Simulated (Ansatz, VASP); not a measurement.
One calculation of HfN, two programs

The input INCAR:

```
SYSTEM = HfN
  ALGO = Normal
  EDIFF = 1E-6
  ENCUT = 520
  ISIF = 2
  ISMEAR = -1
  LASPH = .True.
  LCHARG = .False.
  LREAL = .False.
  LWAVE = .False.
  NBANDS = 23
  NELM = 60
  PREC = Accurate
  SIGMA = 0.01
```

File KPOINTS:

```
k-points
0
Gamma
  8 8 4
  0 0 0
```

The input POSCAR:

```
HfN
1.0
    3.1443197310      0.0000000000      0.0000000000
   -1.5721598655      2.7230608237      0.0000000000
    0.0000000000      0.0000000000      5.4347640392
Hf N
2 2
Direct
    0.6666666667      0.3333333333      0.7500000000
    0.3333333333      0.6666666667      0.2500000000
    0.0000000000      0.0000000000      0.0000000000
    0.0000000000      0.0000000000      0.5000000000
```

Input for Ansatz:

```yaml
crystal:
  lattice:
    - [3.1443197309708215, 0.0, 0.0]
    - [-1.5721598654854108, 2.723060823713706, 0.0]
    - [0.0, 0.0, 5.434764039177716]
  atoms:
    - { symbol: Hf, position: [0.6666666666666666, 0.3333333333333333, 0.75] }
    - { symbol: Hf, position: [0.3333333333333333, 0.6666666666666666, 0.25] }
    - { symbol: "N", position: [0.0, 0.0, 0.0] }
    - { symbol: "N", position: [0.0, 0.0, 0.5] }
basis:
  ecutwfc: 544.22772491976
kpoints:
  mp_grid:
    grid: [8, 8, 4]
hamiltonian:
  xc: lda
scf:
  mixing:
    algorithm: broyden
  occupations:
    method: fermi_dirac
    width: 0.01
output:
  stress: true
```

Alike in both runs: task single point; functional LDA; k mesh 8 × 8 × 4; occupations fermi-dirac, width 0.01 eV; no spin polarisation.

|  | VASP | Ansatz |
| --- | --- | --- |
| version | VASP 6.6.1 | Ansatz 0.2.0 |
| potentials or method | VASP PAW LDA potentials, release 64 (Hf_pv, N), cutoff 520 eV | plane waves, PAW |
| valence electrons in the cell | 30 | 62 |

|  | VASP | Ansatz | Ansatz less VASP |
| --- | --- | --- | --- |
| pressure (GPa) | -12.2 | -11.1 | +1.11 |
| traceless stress, the component that is largest in VASP (GPa) | 0.24 | 0.47 | +0.232 |

LDA's correlation is that of Perdew and Zunger in VASP and of Perdew and Wang (1992) in Ansatz. VASP's potentials hold 30 valence electrons a cell and Ansatz's 62, so a difference there can come from the potentials and not from the codes.

Neither program's run includes spin-orbit coupling.
